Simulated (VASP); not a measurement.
Crystal: Ga3As2P.

```
P As Ga
1.0
     3.81533    0.00000    0.00000
    -1.90766    3.30417    0.00000
     0.00000    0.00000    9.34560
P As Ga
1 2 3
Direct
  0.00000 0.00000 0.00000
  0.33333 0.66667 0.33333
  0.66667 0.33333 0.66667
  0.33333 0.66667 0.08333
  0.66667 0.33333 0.41667
  0.00000 0.00000 0.75000
```

```yaml
Program: VASP 6.6.1
Task: relaxation of cell and atoms
Functional: PBE
Potentials_or_basis: VASP PAW PBE potentials, release 64 (P, As, Ga_d)
Cutoff: 600 eV
k_mesh: 12 × 12 × 4
Occupations: fermi-dirac, width 0.02 eV
Spin: no spin polarisation
```

At the start: pressure 13.7 GPa; volume 19.64 Å³/atom.

Problem. How do energy, volume and symmetry change on relaxing?

Solution. Over 15 steps the energy falls by 125.4 meV/atom and the volume is 22.77 Å³/atom (+16.0 %); space group P3m1 (No. 156, to 0.05 Å).

The path:
```csv
step,energy change (eV),largest force (eV/Å),pressure (GPa),volume (Å³)
1,0.0000,0.8419,13.75,117.82
2,-0.5522,0.1801,-4.56,148.94
3,-0.7361,0.3121,-0.16,136.95
4,-0.7358,0.3206,0.08,136.55
5,-0.7442,0.1877,0.15,136.38
6,-0.7505,0.1124,0.26,136.10
7,-0.7506,0.1085,0.29,136.07
8,-0.7518,0.0250,-0.23,137.05
9,-0.7520,0.0480,-0.06,136.77
10,-0.7520,0.0453,-0.11,136.81
11,-0.7520,0.0464,-0.09,136.79
12,-0.7522,0.0117,0.10,136.59
13,-0.7522,0.0062,-0.03,136.63
14,-0.7522,0.0092,0.02,136.62
15,-0.7522,0.0047,-0.01,136.63
```

Final structure:
```
P As Ga
1.0
     4.00764    0.00000    0.00000
    -2.00382    3.47071    0.00000
     0.00000    0.00000    9.82260
P As Ga
1 2 3
Direct
  0.00000 0.00000 0.00001
  0.33333 0.66667 0.33009
  0.66667 0.33333 0.66965
  0.33333 0.66667 0.07666
  0.66667 0.33333 0.41683
  0.00000 0.00000 0.75677
```

Caveat: the volume moved by over 15 % at a fixed basis, so the end points are rough.
